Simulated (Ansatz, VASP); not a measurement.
# MnO in VASP and in Ansatz

```xyz
2
Lattice="0.0000 2.2230 2.2230 2.2230 0.0000 2.2230 2.2230 2.2230 0.0000" Properties=species:S:1:pos:R:3 pbc="T T T"
Mn    0.0000    0.0000    0.0000
O     2.2230    2.2230    2.2230
```

Alike in both runs: task single point; functional PBEsol; k mesh 12 × 12 × 12; occupations fermi-dirac, width 0.1 eV; collinear spin.

|  | VASP | Ansatz |
| --- | --- | --- |
| version | VASP 6.6.1 | Ansatz 0.2.0 |
| potentials or method | VASP PAW PBE potentials, release 64 (Mn_pv, O) | plane waves, PAW |
| plane-wave cutoff (eV) | 520 | 420 |
| valence electrons in the cell | 19 | 21 |

|  | VASP | Ansatz | Ansatz less VASP |
| --- | --- | --- | --- |
| pressure (GPa) | -7.7 | -8.0 | -0.28 |
| net moment per atom (μB) | 2.36 | 2.36 | 0.000 |
| size of the moment on the site where the two differ most (μB) | 4.28 | 4.00 | -0.284 |

VASP's potentials were made for PBE, not for PBEsol. Site moments also hang on the region over which each program counts them. VASP's potentials hold 19 valence electrons a cell and Ansatz's 21, so a difference there can come from the potentials and not from the codes.
